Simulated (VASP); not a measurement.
# TiN (Fm-3m) in VASP: further runs, part 2 of 2

VASP 6.6.1. The steps go on from the part before.

### 3 Single point, LDA

Input file INCAR:

```
SYSTEM = TiN
PREC = Accurate
ENCUT = 1330
EDIFF = 1E-6
ISMEAR = 0
SIGMA = 0.1
LREAL = .False.
LASPH = .True.
NELM = 120
ALGO = Normal
ISIF = 2
LWAVE = .False.
LCHARG = .True.
GGA = CA
LELF = .True.
LVHAR = .True.
NBANDS = 16
GGA_COMPAT = .False.
```

Input file KPOINTS:

```
Automatic mesh
0
Gamma
  14 14 14
  0 0 0
```

Input file POSCAR:

```
TiN
1.0
    0.0000000000      2.0859620385      2.0859620385
    2.0859620385      0.0000000000      2.0859620385
    2.0859620385      2.0859620385      0.0000000000
Ti N
1 1
Direct
    0.0000000000      0.0000000000      0.0000000000
    0.5000000000      0.5000000000      0.5000000000
```

Potentials or basis: VASP PAW LDA potentials, release 64 (Ti_sv, N_h).

Command:

```
$ cat potpaw_LDA.64/Ti_sv/POTCAR potpaw_LDA.64/N_h/POTCAR > POTCAR
$ mpirun -np 1 vasp_std > vasp.out
```

OUTCAR:

```text
SYSTEM = TiN
   PREC = Accurate
   ENCUT = 1330
   EDIFF = 1E-6
   ISMEAR = 0
   LREAL = .False.
   LASPH = .True.
   NELM = 120
   ISIF = 2
   GGA = CA

 ion  position               nearest neighbor table
   1  0.000  0.000  0.000-   2 2.09   2 2.09   2 2.09   2 2.09   2 2.09   2 2.09
   2  0.500  0.500  0.500-   1 2.09   1 2.09   1 2.09   1 2.09   1 2.09   1 2.09

  LATTYP: Found a face centered cubic cell.
 ALAT       =     4.1719240770

  Lattice vectors:

 A1 = (   0.0000000000,   2.0859620385,   2.0859620385)
 A2 = (   2.0859620385,   0.0000000000,   2.0859620385)
 A3 = (   2.0859620385,   2.0859620385,   0.0000000000)

Analysis of symmetry for initial positions (statically):
=====================================================================
 Subroutine PRICEL returns:
 Original cell was already a primitive cell.

 Routine SETGRP: Setting up the symmetry group for a
 face centered cubic supercell.

 Subroutine GETGRP returns: Found 48 space group operations
 (whereof 48 operations were pure point group operations)
 out of a pool of 48 trial point group operations.

The static configuration has the point symmetry O_h .

Analysis of symmetry for dynamics (positions and initial velocities):
=====================================================================
 Subroutine PRICEL returns:
 Original cell was already a primitive cell.

 Routine SETGRP: Setting up the symmetry group for a
 face centered cubic supercell.

 Subroutine GETGRP returns: Found 48 space group operations
 (whereof 48 operations were pure point group operations)
 out of a pool of 48 trial point group operations.

The dynamic configuration has the point symmetry O_h .

 Subroutine INISYM returns: Found 48 space group operations
 (whereof 48 operations are pure point group operations),
 and found     1 'primitive' translations

----------------------------------------------------------------------------------------

                                     Primitive cell

  volume of cell :      18.1530

  direct lattice vectors                    reciprocal lattice vectors
     0.000000000  2.085962038  2.085962038    -0.239697555  0.239697555  0.239697555
     2.085962038  0.000000000  2.085962038     0.239697555 -0.239697555  0.239697555
     2.085962038  2.085962038  0.000000000     0.239697555  0.239697555 -0.239697555

  length of vectors
     2.949995805  2.949995805  2.949995805     0.415168343  0.415168343  0.415168343

  position of ions in fractional coordinates (direct lattice)
     0.000000000  0.000000000  0.000000000
     0.500000000  0.500000000  0.500000000

  ion indices of the primitive-cell ions
   primitive index   ion index
                 1           1
                 2           2

----------------------------------------------------------------------------------------

 KPOINTS: Automatic mesh

Automatic generation of k-mesh.
 Grid dimensions read from file:
 generate k-points for:   14   14   14

 Generating k-lattice:

  Cartesian coordinates                     Fractional coordinates (reciprocal lattice)
    -0.017121254  0.017121254  0.017121254     0.071428571  0.000000000  0.000000000
     0.017121254 -0.017121254  0.017121254     0.000000000  0.071428571  0.000000000
     0.017121254  0.017121254 -0.017121254     0.000000000  0.000000000  0.071428571

  Length of vectors
     0.029654882  0.029654882  0.029654882

  Shift w.r.t. Gamma in fractional coordinates (k-lattice)
     0.000000000  0.000000000  0.000000000

 Subroutine IBZKPT returns following result:
 ===========================================

 Found    104 irreducible k-points:

 Following reciprocal coordinates:
            Coordinates               Weight
  0.000000  0.000000  0.000000      1.000000
  0.071429  0.000000  0.000000      8.000000
  0.142857  0.000000  0.000000      8.000000
  0.214286  0.000000  0.000000      8.000000
  0.285714  0.000000  0.000000      8.000000
  0.357143  0.000000  0.000000      8.000000
[... 16 lines left out ...]
  0.214286  0.142857  0.000000     24.000000
  0.285714  0.142857  0.000000     24.000000
 [... further k-points ...]
   k-points           NKPTS =    104   k-points in BZ     NKDIM =    104   number of bands    NBANDS=     16
   number of dos      NEDOS =    301   number of ions     NIONS =      2
   total plane-waves  NPLWV =  46656
   dimension x,y,z NGX =    36 NGY =   36 NGZ =   36
   dimension x,y,z NGXF=    72 NGYF=   72 NGZF=   72
   ions per type =               1   1
   NGX,Y,Z   is equivalent  to a cutoff of  20.29, 20.29, 20.29 a.u.
   NGXF,Y,Z  is equivalent  to a cutoff of  40.58, 40.58, 40.58 a.u.
 SYSTEM =  TiN
   PREC   = accura    normal or accurate (medium, high low for compatibility)
   ISTART =      0    job   : 0-new  1-cont  2-samecut
   ICHARG =      2    charge: 1-file 2-atom 10-const
   ISPIN  =      1    spin polarized calculation?
   LNONCOLLINEAR =      F non collinear calculations
   LSORBIT =      F    spin-orbit coupling
   LASPH  =      T    aspherical Exc in radial PAW
   ENCUT  = 1330.0 eV  97.75 Ry    9.89 a.u.   8.77  8.77  8.77*2*pi/ulx,y,z
   NELM   =    120;   NELMIN=  2; NELMDL= -5     # of ELM steps
   EDIFF  = 0.1E-05   stopping-criterion for ELM
   LREAL  =      F    real-space projection
   EDIFFG = 0.1E-04   stopping-criterion for IOM
   NSW    =      0    number of steps for IOM
   IBRION =     -1    ionic relax: 0-MD 1-quasi-New 2-CG
   NFREE  =      0    steps in history (QN), initial steepest desc. (CG)
   ISIF   =      2    stress and relaxation
   ISYM   =      2    0-nonsym 1-usesym 2-fastsym
   POTIM  = 0.5000    time-step for ionic-motion
   TEBEG  =    0.0;   TEEND  =   0.0 temperature during run
   PSTRESS=    0.0 pullay stress
   NELECT =      17.0000    total number of electrons
   NUPDOWN=      -1.0000    fix difference up-down
   EMIN   =  10.00;   EMAX   =-10.00  energy-range for DOS
   EFERMI =   0.00;   METHOD = LEGACY
   ISMEAR =     0;   SIGMA  =   0.10  broadening in eV -4-tet -1-fermi 0-gaus
   EFERMI_NEDOS =   21; number of points for ismear=-14 and -15
   IALGO  =     38    algorithm
   IMIX   =      4    mixing-type and parameters
     AMIX     =   0.40;   BMIX     =  1.00
     AMIX_MAG =   1.60;   BMIX_MAG =  1.00
  volume/ion in A,a.u.               =       9.08        61.25
  Fermi-wavevector in a.u.,A,eV,Ry     =   1.601676  3.026729 34.903935  2.565367
  Thomas-Fermi vector in A             =   2.698617
   LORBIT       =      0    0 simple, 1 ext, 2 COOP (PROOUT), +10 PAW based schemes
   GGA     = CA    functional components
   LHFCALC =     F    Hartree Fock is set to
   AEXX    =    0.0000 exact exchange contribution
   IVDW    =     0    specifies the selected vdW correction
   LEPSILON=     F    determine dielectric tensor
   LRPA    =     F    only Hartree local field effects (RPA)
 non-spin polarized calculation
 Gauss-broadening in eV      SIGMA  =   0.10
  energy-cutoff  :     1330.00
  volume of cell :       18.15
 maximum number of plane-waves:      2017
   NGX = 17   NGY = 17   NGZ = 17

 number of electron      17.0000000 magnetization

 Free energy of the ion-electron system (eV)
  ---------------------------------------------------
  ext. energy  EPLUGINS =         0.00000000
  ---------------------------------------------------
  free energy    TOTEN  =       -21.67552162 eV

  energy without entropy =      -21.67078425  energy(sigma->0) =      -21.67315293

 E-fermi :  12.2536     XC(G=0): -13.6646

 val. band max:       12.2426914608   @ k =  -0.0714   0.0714   0.0000
 cond. band min:      12.2750252865   @ k =   0.5000   0.2857   0.1429
 fundamental gap:      0.0323338257
 Fermi energy:        12.2535867987

 k-point     1 :       0.0000    0.0000    0.0000
  band No.  band energies     occupation
      1     -44.8222      2.00000
      2     -21.1374      2.00000
      3     -21.1374      2.00000
      4     -21.1374      2.00000
      5      -4.8765      2.00000
      6      10.1953      2.00000
[... 8 lines left out ...]
     15      25.5856      0.00000
     16      32.7326      0.00000
[... 419 lines left out ...]
 k-point    24 :       0.2857    0.1429    0.0000
  band No.  band energies     occupation
      1     -44.7463      2.00000
      2     -21.5332      2.00000
      3     -21.2276      2.00000
      4     -21.2142      2.00000
      5      -3.6217      2.00000
      6       6.1313      2.00000
[... 8 lines left out ...]
     15      25.9461      0.00000
     16      29.6686      0.00000

 [... further k-points ...]

------------------------ aborting loop because EDIFF is reached ----------------------------------------

  FORCE on cell =-STRESS in cart. coord.  units (eV):
  Direction    XX          YY          ZZ          XY          YZ          ZX
  --------------------------------------------------------------------------------------
  -------------------------------------------------------------------------------------
  Total        0.1060654      0.1060654      0.1060654     -0.0000000      0.0000000      0.0000000
  in kB        9.3612804      9.3612804      9.3612804     -0.0000000      0.0000000      0.0000000
  external PRESSURE =       9.3612804 kB  Pullay stress =       0.0000000 kB

 VOLUME and BASIS-vectors are now :
 -----------------------------------------------------------------------------
  energy-cutoff  :     1330.00
  volume of cell :       18.15
      direct lattice vectors                 reciprocal lattice vectors
     0.000000000  2.085962038  2.085962038    -0.239697555  0.239697555  0.239697555
     2.085962038  0.000000000  2.085962038     0.239697555 -0.239697555  0.239697555
     2.085962038  2.085962038  0.000000000     0.239697555  0.239697555 -0.239697555

 POSITION                                       TOTAL-FORCE (eV/Angst)
 -----------------------------------------------------------------------------------
      0.00000      0.00000      0.00000        -0.000000      0.000000     -0.000000
      2.08596      2.08596      2.08596         0.000000      0.000000      0.000000
 -----------------------------------------------------------------------------------
    total drift:                                0.000000      0.000000      0.000000

  FREE ENERGIE OF THE ION-ELECTRON SYSTEM (eV)
  ---------------------------------------------------
  free  energy   TOTEN  =       -21.6755216181 eV

  energy  without entropy=      -21.6707842454  energy(sigma->0) =      -21.67315293
```

It took 42 s on 1 thread of Intel Xeon 6975P-C (Granite Rapids), shared host; peak memory 0.26 GiB.

Results:

| Property | Result |
| --- | --- |
| Free energy | -21.6755 eV |
| Pressure | 0.9 GPa |
| Band gap on the k mesh | zero (an odd number of electrons rules out a gap without spin polarisation) |

Levels at points of the mesh, in eV from the Fermi level:
| k point | band 6 | band 7 | band 8 | band 9 | band 10 | band 11 | band 12 | band 13 |
| --- | --- | --- | --- | --- | --- | --- | --- | --- |
| (0.00, 0.00, 0.00) | -2.06 | -2.06 | -2.06 | -0.69 | -0.69 | -0.69 | 0.60 | 0.60 |
| (0.50, 0.00, 0.00) | -8.37 | -5.74 | -5.74 | 1.82 | 1.82 | 2.56 | 6.15 | 6.15 |
| (0.50, 0.50, 0.00) | -5.87 | -3.32 | -3.25 | -3.25 | 1.76 | 2.59 | 2.59 | 4.06 |

Caveat: an odd number of electrons without spin polarisation forces a metal; a magnetic or distorted state may lie lower.

The gap in the log of VASP goes by the Fermi energy; the results here count the filled bands.